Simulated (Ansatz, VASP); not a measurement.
**GaP: VASP beside Ansatz**

Contents of POSCAR:

```
GaP
1.0
    0.0000000000      2.7253992957      2.7253992957
    2.7253992957      0.0000000000      2.7253992957
    2.7253992957      2.7253992957      0.0000000000
Ga P
1 1
Direct
    0.0000000000      0.0000000000      0.0000000000
    0.2500000000      0.2500000000      0.2500000000
```

The input INCAR.step1:

```
PREC = Accurate ; ENCUT = 520
EDIFF = 1E-5 ; ISMEAR = 0
SIGMA = 0.01 ; LREAL = F
LASPH = T ; NELM = 100
ALGO = Normal ; ISIF = 2
LWAVE = T ; LCHARG = F
NBANDS = 16 ; GGA = PE
```

File INCAR.step2:

```
PREC = Accurate ; ENCUT = 520
EDIFF = 1E-6 ; ISMEAR = 0
SIGMA = 0.01 ; LREAL = F
LASPH = T ; NELM = 100
ALGO = Normal ; ISIF = 2
LWAVE = F ; LCHARG = F
GGA = PE ; LHFCALC = T
AEXX = 0.25 ; PRECFOCK = Normal
NBANDS = 16 ; ISTART = 1
```

KPOINTS

```
regular mesh
0
Gamma
  4 4 4
```

Input for Ansatz:

```yaml
crystal:
  lattice:
    - [0.0, 2.7253992957, 2.7253992957]
    - [2.7253992957, 0.0, 2.7253992957]
    - [2.7253992957, 2.7253992957, 0.0]
  atoms:
    - { symbol: Ga, position: [0.0, 0.0, 0.0] }
    - { symbol: P, position: [0.25, 0.25, 0.25] }
kpoints:
  mp_grid: { grid: [4, 4, 4] }
hamiltonian:
  xc: pbe0
scf:
  occupations: { method: fixed }
  n_extra_bands: 4
output:
  forces: true
  stress: true
  eigenvalues: true
```

Alike in both runs: task single point; functional PBE0; k mesh 4 × 4 × 4; no spin polarisation.

```csv
,VASP,Ansatz
version,VASP 6.6.1,Ansatz 0.2.0
potentials or method,"VASP PAW PBE potentials, release 64 (Ga_d, P)",plane waves
plane-wave cutoff (eV),520,420
occupations,"gaussian, width 0.01 eV",fixed
valence electrons in the cell,18,18
```

Ansatz gave:

```
gap on the k mesh at the Fermi level (eV) : 2.99
pressure (GPa)                            : 0.9
```

Question: What did VASP give for the same quantities?

Answer: gap on the k mesh at the Fermi level (eV): 3.04; pressure (GPa): 0.6.

Ansatz's warnings: stress exchange threshold loose, stress scf threshold loose.

The k mesh is coarse, so the values compare programs but aren't converged.
